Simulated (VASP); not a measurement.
# ZnSe (hb.eB) (F-43m) in VASP: a series of runs

The runs below take ZnSe (hb.eB) through single point, with PBE.

Everything below comes from runs of VASP 6.6.1. Logs are shortened: lines on timing, memory, paths and dates and some standing lists are left out, and cuts for length are marked.

## Step 1: The cell of the first run

The structure is cubic, space group F-43m (No. 216). Conventional cell: a = 5.733 Å, b = 5.733 Å, c = 5.733 Å, α = 90.00°, β = 90.00°, γ = 90.00°. Zn (site symmetry -43m) has 4 Se at 2.48 Å within 3.3 Å. Within 3.3 Å of Se (site symmetry -43m) lie 4 Zn at 2.48 Å.

## Step 2: Single point, PBE

INCAR reads:

```
PREC = Accurate
ENCUT = 500
EDIFF = 1E-6
ISMEAR = 0
SIGMA = 0.1
LREAL = F
LASPH = T
NELM = 120
ALGO = Normal
ISIF = 2
LWAVE = F
LCHARG = F
GGA = PE
NBANDS = 26
GGA_COMPAT = F
```

KPOINTS reads:

```
regular mesh
0
Gamma
  4 4 4
```

POSCAR reads:

```
ZnSe
1.0
    4.0538030513      0.0000000000      0.0000000000
    0.0000000000      5.7329433110      0.0000000000
    0.0000000000      0.0000000000      4.0538030775
Zn Se
2 2
Direct
    0.0000000000      0.0000000000      0.0000000000
    0.5000000000      0.5000000000      0.5000058000
    0.5000000000      0.2500000000      0.0000000000
    0.0000000000      0.7500000000      0.5000058000
```

Potentials or basis: VASP PAW PBE potentials, release 64 (Zn, Se).

Launch:

```
$ cat potpaw_PBE.64/Zn/POTCAR potpaw_PBE.64/Se/POTCAR > POTCAR
$ mpirun -np 1 vasp_std > vasp.out
```

OUTCAR:

```text
PREC = Accurate
   ENCUT = 500
   EDIFF = 1E-6
   ISMEAR = 0
   LREAL = F
   LASPH = T
   NELM = 120
   ISIF = 2
   GGA = PE

 ion  position               nearest neighbor table
   1  0.000  0.000  0.000-   4 2.48   3 2.48   3 2.48   4 2.48
   2  0.500  0.500  0.500-   3 2.48   4 2.48   4 2.48   3 2.48
   3  0.500  0.250  0.000-   2 2.48   1 2.48   1 2.48   2 2.48
   4  0.000  0.750  0.500-   1 2.48   2 2.48   2 2.48   1 2.48

  LATTYP: Found a simple tetragonal cell.
 ALAT       =     4.0538030513
 C/A-ratio  =     1.4142135764

  Lattice vectors:

 A1 = (  -4.0538030513,   0.0000000000,   0.0000000000)
 A2 = (   0.0000000000,   0.0000000000,   4.0538030775)
 A3 = (   0.0000000000,   5.7329433110,   0.0000000000)

Analysis of symmetry for initial positions (statically):
=====================================================================
 Subroutine PRICEL returns:
 Original cell was already a primitive cell.

 Routine SETGRP: Setting up the symmetry group for a
 simple tetragonal supercell.

 Subroutine GETGRP returns: Found  8 space group operations
 (whereof  6 operations were pure point group operations)
 out of a pool of 16 trial point group operations.

The static configuration has the point symmetry C_3h.
 The point group associated with its full space group is D_2d.

Analysis of symmetry for dynamics (positions and initial velocities):
=====================================================================
 Subroutine PRICEL returns:
 Original cell was already a primitive cell.

 Routine SETGRP: Setting up the symmetry group for a
 simple tetragonal supercell.

 Subroutine GETGRP returns: Found  8 space group operations
 (whereof  6 operations were pure point group operations)
 out of a pool of 16 trial point group operations.

The dynamic configuration has the point symmetry C_3h.
 The point group associated with its full space group is D_2d.

 Subroutine INISYM returns: Found  8 space group operations
 (whereof  6 operations are pure point group operations),
 and found     1 'primitive' translations

----------------------------------------------------------------------------------------

                                     Primitive cell

  volume of cell :      94.2113

  direct lattice vectors                    reciprocal lattice vectors
[... 82 lines left out ...]
   ENCUT  =  500.0 eV  36.75 Ry    6.06 a.u.   7.39 10.45  7.39*2*pi/ulx,y,z
   NELM   =    120;   NELMIN=  2; NELMDL= -5     # of ELM steps
   EDIFF  = 0.1E-05   stopping-criterion for ELM
   LREAL  =      F    real-space projection
   EDIFFG = 0.1E-04   stopping-criterion for IOM
   NSW    =      0    number of steps for IOM
   IBRION =     -1    ionic relax: 0-MD 1-quasi-New 2-CG
   NFREE  =      0    steps in history (QN), initial steepest desc. (CG)
   ISIF   =      2    stress and relaxation
   ISYM   =      2    0-nonsym 1-usesym 2-fastsym
   POTIM  = 0.5000    time-step for ionic-motion
   TEBEG  =    0.0;   TEEND  =   0.0 temperature during run
   PSTRESS=    0.0 pullay stress
   NELECT =      36.0000    total number of electrons
   NUPDOWN=      -1.0000    fix difference up-down
   EMIN   =  10.00;   EMAX   =-10.00  energy-range for DOS
   EFERMI =   0.00;   METHOD = LEGACY
   ISMEAR =     0;   SIGMA  =   0.10  broadening in eV -4-tet -1-fermi 0-gaus
   EFERMI_NEDOS =   21; number of points for ismear=-14 and -15
   IALGO  =     38    algorithm
   IMIX   =      4    mixing-type and parameters
     AMIX     =   0.40;   BMIX     =  1.00
     AMIX_MAG =   1.60;   BMIX_MAG =  1.00
  volume/ion in A,a.u.               =      23.55       158.94
  Fermi-wavevector in a.u.,A,eV,Ry     =   1.187977  2.244951 19.201756  1.411289
  Thomas-Fermi vector in A             =   2.324117
   LORBIT       =      0    0 simple, 1 ext, 2 COOP (PROOUT), +10 PAW based schemes
   GGA     = PE    functional components
   LHFCALC =     F    Hartree Fock is set to
   AEXX    =    0.0000 exact exchange contribution
   IVDW    =     0    specifies the selected vdW correction
   LEPSILON=     F    determine dielectric tensor
   LRPA    =     F    only Hartree local field effects (RPA)
 non-spin polarized calculation
 Gauss-broadening in eV      SIGMA  =   0.10
  energy-cutoff  :      500.00
  volume of cell :       94.21
 maximum number of plane-waves:      2432
 NGX is ok and might be reduce to    30
   NGX = 15   NGY = 21   NGZ = 15

 number of electron      36.0000012 magnetization

 Free energy of the ion-electron system (eV)
  ---------------------------------------------------
  ext. energy  EPLUGINS =         0.00000000
  ---------------------------------------------------
  free energy    TOTEN  =       -12.02173488 eV

  energy without entropy =      -12.02173488  energy(sigma->0) =      -12.02173488

 E-fermi :   1.8178     XC(G=0):  -9.1606

 val. band max:        1.3357213804   @ k =   0.0000   0.0000   0.0000
 cond. band min:       2.4834650818   @ k =   0.0000   0.0000   0.0000
 fundamental gap:      1.1477437014
 Fermi energy:         1.8177579714

 k-point     1 :       0.0000    0.0000    0.0000
  band No.  band energies     occupation
      1     -11.7081      2.00000
      2     -10.7270      2.00000
      3      -5.1026      2.00000
      4      -5.1026      2.00000
      5      -5.1016      2.00000
      6      -5.0544      2.00000
[... 511 lines left out ...]
     25       9.0387      0.00000
     26       9.0389      0.00000

------------------------ aborting loop because EDIFF is reached ----------------------------------------

  FORCE on cell =-STRESS in cart. coord.  units (eV):
  Direction    XX          YY          ZZ          XY          YZ          ZX
  --------------------------------------------------------------------------------------
  -------------------------------------------------------------------------------------
  Total        0.2379821      0.0217653      0.2379821      0.0000000      0.0000000      0.0000000
  in kB        4.0471744      0.3701445      4.0471744      0.0000000      0.0000000      0.0000000
  external PRESSURE =       2.8214978 kB  Pullay stress =       0.0000000 kB

 VOLUME and BASIS-vectors are now :
 -----------------------------------------------------------------------------
  energy-cutoff  :      500.00
  volume of cell :       94.21
      direct lattice vectors                 reciprocal lattice vectors
     4.053803051  0.000000000  0.000000000     0.246681940  0.000000000  0.000000000
     0.000000000  5.732943311  0.000000000     0.000000000  0.174430471  0.000000000
     0.000000000  0.000000000  4.053803077     0.000000000  0.000000000  0.246681938

 POSITION                                       TOTAL-FORCE (eV/Angst)
 -----------------------------------------------------------------------------------
      0.00000      0.00000      0.00000         0.000000      0.000114      0.001978
      2.02690      2.86647      2.02693         0.000000     -0.000114     -0.001978
      2.02690      1.43324      0.00000         0.000000     -0.000559      0.003744
      0.00000      4.29971      2.02693         0.000000      0.000559     -0.003744
 -----------------------------------------------------------------------------------
    total drift:                                0.000000     -0.000001     -0.011519

  FREE ENERGIE OF THE ION-ELECTRON SYSTEM (eV)
  ---------------------------------------------------
  free  energy   TOTEN  =       -12.0217348836 eV

  energy  without entropy=      -12.0217348836  energy(sigma->0) =      -12.02173488
```

Wall time 59 s (1 thread of Intel Xeon 8259CL, shared host); peak memory 0.2 GiB.

The run converged, but its numbers aren't listed here, since they failed a check.

Caveat: the result breaks the symmetry of the cell.

## Step 3: Single point, PBE

INCAR reads:

```
SYSTEM = ZnSe
PREC = Accurate ; ENCUT = 500
EDIFF = 1E-6 ; ISMEAR = 0
SIGMA = 0.02 ; LREAL = .FALSE.
LASPH = .TRUE. ; NELM = 120
ALGO = Normal ; ISIF = 2
LWAVE = .FALSE. ; LCHARG = .FALSE.
GGA = PE ; NBANDS = 26
GGA_COMPAT = .FALSE.
```

KPOINTS reads:

```
regular mesh
0
G
  8 6 8
  0 0 0
```

POSCAR reads:

```
ZnSe
1.0
    4.0538030644      0.0000000000      0.0000000000
    0.0000000000      5.7329433110      0.0000000000
    0.0000000000      0.0000000000      4.0538030644
Zn Se
2 2
Direct
    0.0000000000      0.0000000000      0.0000000000
    0.5000000000      0.5000000000      0.5000000000
    0.5000000000      0.2500000000      0.0000000000
    0.0000000000      0.7500000000      0.5000000000
```

Potentials or basis: VASP PAW PBE potentials, release 64 (Zn, Se).

Launch:

```
$ cat potpaw_PBE.64/Zn/POTCAR potpaw_PBE.64/Se/POTCAR > POTCAR
$ mpirun -np 1 vasp_std > vasp.out
```

Wall time 2.4 min (1 thread of Intel Xeon 8259CL, shared host); peak memory 0.26 GiB.

It converged, with:

| Item | Value |
| --- | --- |
| Free energy | -12.0656 eV |
| Pressure | 0.2 GPa |
| Band gap on the k mesh | 1.15 eV |

Levels at points of the mesh, in eV from the valence-band top:
| k point | band 14 | band 15 | band 16 | band 17 | band 18 | band 19 | band 20 | band 21 | band 22 | band 23 |
| --- | --- | --- | --- | --- | --- | --- | --- | --- | --- | --- |
| (0.00, 0.00, 0.00) | -2.06 | -2.06 | 0.00 | 0.00 | 0.00 | 1.15 | 3.06 | 3.46 | 5.81 | 5.81 |
| (0.50, 0.00, 0.00) | -4.02 | -2.41 | -2.41 | -0.86 | -0.86 | 4.05 | 4.05 | 6.34 | 6.34 | 6.74 |
| (0.00, 0.50, 0.00) | -2.83 | -1.18 | -1.18 | -1.18 | -1.18 | 3.84 | 3.84 | 4.04 | 4.04 | 7.94 |
| (0.50, 0.50, 0.00) | -5.01 | -0.82 | -0.82 | -0.82 | -0.82 | 2.48 | 2.48 | 6.39 | 6.39 | 6.39 |
| (0.50, 0.00, 0.50) | -4.60 | -2.06 | -2.06 | -2.06 | -2.06 | 3.06 | 3.06 | 3.46 | 3.46 | 10.49 |
| (0.50, 0.50, 0.50) | -4.52 | -2.63 | -2.63 | -2.51 | -2.51 | 5.39 | 5.39 | 5.48 | 5.48 | 6.89 |

## Step 4: Single point, PBE

INCAR reads:

```
PREC     = Accurate       # precision mode
ENCUT    = 500            # plane-wave cutoff, eV
EDIFF    = 1E-6           # SCF threshold, eV
ISMEAR   = 0              # smearing method
SIGMA    = 0.02           # smearing width, eV
LREAL    = False          # projectors in reciprocal space
LASPH    = True           # aspherical terms in the spheres
NELM     = 120            # most SCF steps
ALGO     = Normal         # electronic algorithm
ISIF     = 2              # what is computed and relaxed
LWAVE    = False          # write WAVECAR
LCHARG   = False          # write CHGCAR
GGA      = PE             # functional
NBANDS   = 26             # bands
GGA_COMPAT= False
```

KPOINTS reads:

```
Automatic mesh
0
Gamma
  8 6 8
```

POSCAR is that of step 3.

Launch:

```
$ cat potpaw_PBE.64/Zn/POTCAR potpaw_PBE.64/Se/POTCAR > POTCAR
$ mpirun -np 1 vasp_std > vasp.out
```

Run time: 4.1 min. Hardware: 1 thread of Intel Xeon 8259CL, shared host; peak memory 0.26 GiB.

The run converged. Its results:

```yaml
Free_energy: -12.0656 eV
Pressure: 0.2 GPa
Band_gap_on_the_k_mesh: 1.15 eV
```

Levels at points of the mesh, in eV from the valence-band top:
```
           k point  band 15  band 16  band 17  band 18  band 19  band 20  band 21  band 22
(0.00, 0.00, 0.00)    -2.06     0.00     0.00     0.00     1.15     3.06     3.46     5.81
(0.50, 0.00, 0.00)    -2.41    -2.41    -0.86    -0.86     4.05     4.05     6.34     6.34
(0.00, 0.50, 0.00)    -1.18    -1.18    -1.18    -1.18     3.84     3.84     4.04     4.04
(0.50, 0.50, 0.00)    -0.82    -0.82    -0.82    -0.82     2.48     2.48     6.39     6.39
(0.50, 0.00, 0.50)    -2.06    -2.06    -2.06    -2.06     3.06     3.06     3.46     3.46
(0.50, 0.50, 0.50)    -2.63    -2.63    -2.51    -2.51     5.39     5.39     5.48     5.48
```

PBE gaps usually lie below the measured ones, often by a third to a half.

## Step 5: Single point, PBE

INCAR reads:

```
SYSTEM = ZnSe
  ALGO = Normal
  EDIFF = 1E-6
  ENCUT = 500
  GGA = PE
  GGA_COMPAT = .False.
  ISIF = 2
  ISMEAR = 0
  LASPH = .True.
  LCHARG = .False.
  LREAL = .False.
  LWAVE = .False.
  NBANDS = 26
  NELM = 120
  PREC = Accurate
  SIGMA = 0.02
```

KPOINTS reads:

```
k-points
0
Gamma
  8 6 8
  0 0 0
```

POSCAR reads:

```
ZnSe
1.0
    4.0538030513      0.0000000000      0.0000000000
    0.0000000000      5.7329433110      0.0000000000
    0.0000000000      0.0000000000      4.0538030775
Zn Se
2 2
Direct
    0.0000000000      0.0000000000      0.0000000000
    0.5000000000      0.5000000000      0.5000058000
    0.5000000000      0.2500000000      0.0000000000
    0.0000000000      0.7500000000      0.5000058000
```

Launch:

```
$ cat potpaw_PBE.64/Zn/POTCAR potpaw_PBE.64/Se/POTCAR > POTCAR
$ mpirun -np 1 vasp_std > vasp.out
```

Wall time 4.1 min (1 thread of Intel Xeon 8259CL, shared host); peak memory 0.26 GiB.

Results (log left out):

| Property | Result |
| --- | --- |
| Free energy | -12.0656 eV |
| Pressure | 0.2 GPa |
| Band gap on the k mesh | 1.15 eV |

Levels at points of the mesh, in eV from the valence-band top:
```tsv
k point	band 14	band 15	band 16	band 17	band 18	band 19	band 20	band 21	band 22	band 23
(0.00, 0.00, 0.00)	-2.06	-2.06	0.00	0.00	0.00	1.15	3.06	3.46	5.81	5.81
(0.50, 0.00, 0.00)	-4.02	-2.41	-2.41	-0.86	-0.86	4.05	4.05	6.34	6.34	6.74
(0.00, 0.50, 0.00)	-2.83	-1.18	-1.18	-1.18	-1.18	3.84	3.84	4.04	4.04	7.94
(0.50, 0.50, 0.00)	-5.01	-0.82	-0.82	-0.82	-0.82	2.48	2.48	6.39	6.39	6.39
(0.50, 0.00, 0.50)	-4.60	-2.06	-2.06	-2.06	-2.06	3.06	3.06	3.46	3.46	10.49
(0.50, 0.50, 0.50)	-4.52	-2.63	-2.63	-2.51	-2.51	5.39	5.39	5.48	5.48	6.89
```
